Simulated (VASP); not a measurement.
# BeTe (gw) (I-4m2) in VASP: single point with PBEsol

Aim: the single point of BeTe (gw) with PBEsol.

All numbers are computed with VASP 6.6.1; they aren't measurements. Logs are shortened: lines on timing, memory, paths and dates and some standing lists are left out, and cuts for length are marked.

### 1 The cell of the first run

Symmetry: I-4m2, No. 119, tetragonal system. The conventional cell has a = 3.975 Å, b = 3.975 Å, c = 5.549 Å, α = 90.00°, β = 90.00°, γ = 90.00°. Within 3.2 Å of Be (site symmetry -4m2) lie 4 Te at 2.42 Å. Within 3.2 Å of Te (site symmetry -4m2) lie 4 Be at 2.42 Å.

### 2 Single point, PBEsol

INCAR reads:

```
SYSTEM = BeTe
ALGO     = Normal         ! electronic algorithm
EDIFF    = 1E-6           ! SCF threshold, eV
ENCUT    = 600            ! plane-wave cutoff, eV
GGA      = PS             ! functional
GGA_COMPAT= .False.      
ISIF     = 2              ! what is computed and relaxed
ISMEAR   = 0              ! smearing method
LASPH    = .True.         ! aspherical terms in the spheres
LCHARG   = .False.        ! write CHGCAR
LREAL    = .False.        ! projectors in reciprocal space
LWAVE    = .False.        ! write WAVECAR
NBANDS   = 11             ! bands
NELM     = 120            ! most SCF steps
PREC     = Accurate       ! precision mode
SIGMA    = 0.01           ! smearing width, eV
```

KPOINTS reads:

```
k-points
0
Gamma
  4 4 4
  0 0 0
```

POSCAR reads:

```
BeTe
1.0
    0.0000000000      2.8105771766      2.7745219927
    2.8105771766      0.0000000000      2.7745219927
    2.8105771766      2.8105771766      0.0000000000
Be Te
1 1
Direct
    0.0000000000      0.0000000000      0.0000000000
    0.2500000000      0.2500000000      0.2500000000
```

Potentials or basis: VASP PAW PBE potentials, release 64 (Be, Te).

The run is started by

```sh
$ cat potpaw_PBE.64/Be/POTCAR potpaw_PBE.64/Te/POTCAR > POTCAR
$ mpirun -np 1 vasp_std > vasp.out
```

OUTCAR:

```text
SYSTEM = BeTe
   EDIFF = 1E-6
   ENCUT = 600
   GGA = PS
   ISIF = 2
   ISMEAR = 0
   LASPH = .True.
   LREAL = .False.
   NELM = 120
   PREC = Accurate

 ion  position               nearest neighbor table
   1  0.000  0.000  0.000-   2 2.42   2 2.42   2 2.42   2 2.42
   2  0.250  0.250  0.250-   1 2.42   1 2.42   1 2.42   1 2.42

  LATTYP: Found a body centered tetragonal cell.
 ALAT       =     3.9747563612
 C/A-ratio  =     1.3960714774

  Lattice vectors:

 A1 = (   0.0000000000,  -2.8105771766,  -2.7745219927)
 A2 = (   0.0000000000,   2.8105771766,  -2.7745219927)
 A3 = (   2.8105771766,   0.0000000000,   2.7745219927)

Analysis of symmetry for initial positions (statically):
=====================================================================
 Subroutine PRICEL returns:
 Original cell was already a primitive cell.

 Routine SETGRP: Setting up the symmetry group for a
 body centered tetragonal supercell.

 Subroutine GETGRP returns: Found  8 space group operations
 (whereof  8 operations were pure point group operations)
 out of a pool of 16 trial point group operations.

The static configuration has the point symmetry D_2d.

Analysis of symmetry for dynamics (positions and initial velocities):
=====================================================================
 Subroutine PRICEL returns:
 Original cell was already a primitive cell.

 Routine SETGRP: Setting up the symmetry group for a
 body centered tetragonal supercell.

 Subroutine GETGRP returns: Found  8 space group operations
 (whereof  8 operations were pure point group operations)
 out of a pool of 16 trial point group operations.

The dynamic configuration has the point symmetry D_2d.

 Subroutine INISYM returns: Found  8 space group operations
 (whereof  8 operations are pure point group operations),
 and found     1 'primitive' translations

----------------------------------------------------------------------------------------

                                     Primitive cell

  volume of cell :      43.8338

  direct lattice vectors                    reciprocal lattice vectors
     0.000000000  2.810577177  2.774521993    -0.177899402  0.177899402  0.180211222
     2.810577177  0.000000000  2.774521993     0.177899402 -0.177899402  0.180211222
     2.810577177  2.810577177  0.000000000     0.177899402  0.177899402 -0.180211222

  length of vectors
     3.949343788  3.949343788  3.974756361     0.309471290  0.309471290  0.309471290

  position of ions in fractional coordinates (direct lattice)
     0.000000000  0.000000000  0.000000000
     0.250000000  0.250000000  0.250000000

  ion indices of the primitive-cell ions
   primitive index   ion index
                 1           1
                 2           2

----------------------------------------------------------------------------------------

 KPOINTS: k-points

Automatic generation of k-mesh.
 Grid dimensions read from file:
 generate k-points for:    4    4    4

 Generating k-lattice:

  Cartesian coordinates                     Fractional coordinates (reciprocal lattice)
    -0.044474851  0.044474851  0.045052806     0.250000000  0.000000000  0.000000000
     0.044474851 -0.044474851  0.045052806     0.000000000  0.250000000  0.000000000
     0.044474851  0.044474851 -0.045052806     0.000000000  0.000000000  0.250000000

  Length of vectors
     0.077367823  0.077367823  0.077367823

  Shift w.r.t. Gamma in fractional coordinates (k-lattice)
     0.000000000  0.000000000  0.000000000

 Subroutine IBZKPT returns following result:
 ===========================================

 Found     13 irreducible k-points:

 Following reciprocal coordinates:
            Coordinates               Weight
  0.000000  0.000000  0.000000      1.000000
  0.250000 -0.000000  0.000000      8.000000
  0.500000 -0.000000  0.000000      4.000000
  0.250000  0.250000  0.000000      2.000000
  0.500000  0.250000  0.000000      8.000000
 -0.250000  0.250000  0.000000      4.000000
  0.500000  0.500000  0.000000      1.000000
  0.250000  0.000000  0.250000      4.000000
  0.500000 -0.000000  0.250000     16.000000
 -0.250000  0.000000  0.250000      8.000000
 -0.250000  0.500000  0.250000      4.000000
  0.500000  0.000000  0.500000      2.000000
 -0.250000  0.250000  0.500000      2.000000
   k-points           NKPTS =     13   k-points in BZ     NKDIM =     13   number of bands    NBANDS=     11
   number of dos      NEDOS =    301   number of ions     NIONS =      2
   total plane-waves  NPLWV =  32768
   dimension x,y,z NGX =    32 NGY =   32 NGZ =   32
   dimension x,y,z NGXF=    64 NGYF=   64 NGZF=   64
   ions per type =               1   1
   NGX,Y,Z   is equivalent  to a cutoff of  13.47, 13.47, 13.38 a.u.
   NGXF,Y,Z  is equivalent  to a cutoff of  26.94, 26.94, 26.77 a.u.
 SYSTEM =  BeTe
   PREC   = accura    normal or accurate (medium, high low for compatibility)
   ISTART =      0    job   : 0-new  1-cont  2-samecut
   ICHARG =      2    charge: 1-file 2-atom 10-const
   ISPIN  =      1    spin polarized calculation?
   LNONCOLLINEAR =      F non collinear calculations
   LSORBIT =      F    spin-orbit coupling
   LASPH  =      T    aspherical Exc in radial PAW
   ENCUT  =  600.0 eV  44.10 Ry    6.64 a.u.   7.89  7.89  7.94*2*pi/ulx,y,z
   NELM   =    120;   NELMIN=  2; NELMDL= -5     # of ELM steps
   EDIFF  = 0.1E-05   stopping-criterion for ELM
   LREAL  =      F    real-space projection
   EDIFFG = 0.1E-04   stopping-criterion for IOM
   NSW    =      0    number of steps for IOM
   IBRION =     -1    ionic relax: 0-MD 1-quasi-New 2-CG
   NFREE  =      0    steps in history (QN), initial steepest desc. (CG)
   ISIF   =      2    stress and relaxation
   ISYM   =      2    0-nonsym 1-usesym 2-fastsym
   POTIM  = 0.5000    time-step for ionic-motion
   TEBEG  =    0.0;   TEEND  =   0.0 temperature during run
   PSTRESS=    0.0 pullay stress
   NELECT =       8.0000    total number of electrons
   NUPDOWN=      -1.0000    fix difference up-down
   EMIN   =  10.00;   EMAX   =-10.00  energy-range for DOS
   EFERMI =   0.00;   METHOD = LEGACY
   ISMEAR =     0;   SIGMA  =   0.01  broadening in eV -4-tet -1-fermi 0-gaus
   EFERMI_NEDOS =   21; number of points for ismear=-14 and -15
   IALGO  =     38    algorithm
   IMIX   =      4    mixing-type and parameters
     AMIX     =   0.40;   BMIX     =  1.00
     AMIX_MAG =   1.60;   BMIX_MAG =  1.00
  volume/ion in A,a.u.               =      21.92       147.90
  Fermi-wavevector in a.u.,A,eV,Ry     =   0.928614  1.754825 11.732623  0.862323
  Thomas-Fermi vector in A             =   2.054809
   LORBIT       =      0    0 simple, 1 ext, 2 COOP (PROOUT), +10 PAW based schemes
   GGA     = PS    functional components
   LHFCALC =     F    Hartree Fock is set to
   AEXX    =    0.0000 exact exchange contribution
   IVDW    =     0    specifies the selected vdW correction
   LEPSILON=     F    determine dielectric tensor
   LRPA    =     F    only Hartree local field effects (RPA)
 non-spin polarized calculation
 Gauss-broadening in eV      SIGMA  =   0.01
  energy-cutoff  :      600.00
  volume of cell :       43.83
 maximum number of plane-waves:      1472
   NGX = 15   NGY = 15   NGZ = 15

 number of electron       8.0000000 magnetization

 Free energy of the ion-electron system (eV)
  ---------------------------------------------------
  ext. energy  EPLUGINS =         0.00000000
  ---------------------------------------------------
  free energy    TOTEN  =        -8.13030225 eV

  energy without entropy =       -8.13030225  energy(sigma->0) =       -8.13030225

 E-fermi :   5.3659     XC(G=0):  -9.2645

 val. band max:        5.2832832343   @ k =   0.0000   0.0000   0.0000
 cond. band min:       6.9718795766   @ k =   0.5000   0.5000   0.0000
 fundamental gap:      1.6885963423
 Fermi energy:         5.3659334316

 k-point     1 :       0.0000    0.0000    0.0000
  band No.  band energies     occupation
      1      -7.2193      2.00000
      2       5.2144      2.00000
      3       5.2144      2.00000
      4       5.2833      2.00000
      5       8.7902      0.00000
      6       8.8163      0.00000
      7       8.8163      0.00000
      8       9.0993      0.00000
      9      13.4456      0.00000
     10      15.3781      0.00000
     11      15.6307      0.00000

 k-point     2 :       0.2500   -0.0000    0.0000
  band No.  band energies     occupation
      1      -6.6450      2.00000
      2       1.8221      2.00000
      3       4.4971      2.00000
      4       4.5806      2.00000
      5       8.5367      0.00000
      6       9.6831      0.00000
      7       9.7102      0.00000
      8      12.3009      0.00000
      9      14.1289      0.00000
     10      14.1939      0.00000
     11      14.3007      0.00000

 k-point     3 :       0.5000   -0.0000    0.0000
  band No.  band energies     occupation
      1      -5.8187      2.00000
      2      -0.4678      2.00000
      3       4.0136      2.00000
      4       4.1243      2.00000
      5       8.3056      0.00000
      6       9.7287      0.00000
      7       9.8216      0.00000
      8      12.8844      0.00000
      9      16.1325      0.00000
     10      16.7220      0.00000
     11      16.8163      0.00000

 k-point     4 :       0.2500    0.2500    0.0000
  band No.  band energies     occupation
      1      -6.4356      2.00000
      2       2.3245      2.00000
      3       3.4474      2.00000
      4       3.4474      2.00000
      5       7.6966      0.00000
      6       9.5506      0.00000
      7      11.7186      0.00000
      8      11.7186      0.00000
      9      14.0405      0.00000
     10      16.0293      0.00000
     11      16.3803      0.00000

 k-point     5 :       0.5000    0.2500    0.0000
  band No.  band energies     occupation
      1      -5.5842      2.00000
      2       0.2628      2.00000
      3       2.1797      2.00000
      4       3.0894      2.00000
      5       8.0248      0.00000
      6      10.6281      0.00000
      7      11.8064      0.00000
      8      12.0655      0.00000
      9      15.6714      0.00000
     10      17.0456      0.00000
     11      17.7279      0.00000
[... 57 lines left out ...]
 k-point    10 :      -0.2500    0.0000    0.2500
  band No.  band energies     occupation
      1      -5.8955      2.00000
      2       0.7530      2.00000
      3       1.9393      2.00000
      4       4.0193      2.00000
      5       8.9636      0.00000
      6      10.7467      0.00000
      7      11.3500      0.00000
      8      11.8843      0.00000
      9      13.6006      0.00000
     10      15.1309      0.00000
     11      17.6192      0.00000

 k-point    11 :      -0.2500    0.5000    0.2500
  band No.  band energies     occupation
      1      -5.2625      2.00000
      2       0.5673      2.00000
      3       1.3975      2.00000
      4       1.9014      2.00000
      5      10.3534      0.00000
      6      10.6497      0.00000
      7      10.7403      0.00000
      8      11.4301      0.00000
      9      16.2767      0.00000
     10      17.1052      0.00000
     11      18.1829      0.00000

 k-point    12 :       0.5000    0.0000    0.5000
  band No.  band energies     occupation
      1      -5.3245      2.00000
      2      -0.0258      2.00000
      3       2.5216      2.00000
      4       2.5447      2.00000
      5       7.0608      0.00000
      6       7.8477      0.00000
      7      15.0129      0.00000
      8      15.0680      0.00000
      9      16.8048      0.00000
     10      18.3162      0.00000
     11      18.6629      0.00000

 k-point    13 :      -0.2500    0.2500    0.5000
  band No.  band energies     occupation
      1      -5.2844      2.00000
      2       0.5550      2.00000
      3       1.4017      2.00000
      4       1.8883      2.00000
      5      10.5098      0.00000
      6      10.7888      0.00000
      7      10.8840      0.00000
      8      11.5916      0.00000
      9      16.0749      0.00000
     10      16.8757      0.00000
     11      18.0029      0.00000

------------------------ aborting loop because EDIFF is reached ----------------------------------------

  FORCE on cell =-STRESS in cart. coord.  units (eV):
  Direction    XX          YY          ZZ          XY          YZ          ZX
  --------------------------------------------------------------------------------------
  -------------------------------------------------------------------------------------
  Total        0.2038680      0.2038680      0.4103357      0.0000000      0.0000000      0.0000000
  in kB        7.4516173      7.4516173     14.9982518      0.0000000      0.0000000      0.0000000
  external PRESSURE =       9.9671622 kB  Pullay stress =       0.0000000 kB

 VOLUME and BASIS-vectors are now :
 -----------------------------------------------------------------------------
  energy-cutoff  :      600.00
  volume of cell :       43.83
      direct lattice vectors                 reciprocal lattice vectors
     0.000000000  2.810577177  2.774521993    -0.177899402  0.177899402  0.180211222
     2.810577177  0.000000000  2.774521993     0.177899402 -0.177899402  0.180211222
     2.810577177  2.810577177  0.000000000     0.177899402  0.177899402 -0.180211222

 POSITION                                       TOTAL-FORCE (eV/Angst)
 -----------------------------------------------------------------------------------
      0.00000      0.00000      0.00000         0.000000      0.000000      0.000000
      1.40529      1.40529      1.38726        -0.000000     -0.000000      0.000000
 -----------------------------------------------------------------------------------
    total drift:                                0.000000      0.000000      0.000000

  FREE ENERGIE OF THE ION-ELECTRON SYSTEM (eV)
  ---------------------------------------------------
  free  energy   TOTEN  =        -8.1303022469 eV

  energy  without entropy=       -8.1303022469  energy(sigma->0) =       -8.13030225
```

Wall time 4.6 s (1 thread of AMD EPYC 9R45 (Zen 5), shared host); peak memory 0.14 GiB.

What came out:

```yaml
Free_energy: -8.1303 eV
Pressure: 1.0 GPa
Band_gap_on_the_k_mesh: 1.69 eV, indirect (least direct gap 3.51 eV)
```

Caveat: the k points lie up to 0.49 Å⁻¹ apart; the PAW data sets were made with another functional, which shifts forces and pressure a little; spin-orbit coupling is left out, which moves the levels of the heavy elements. A k mesh can miss the band edges.
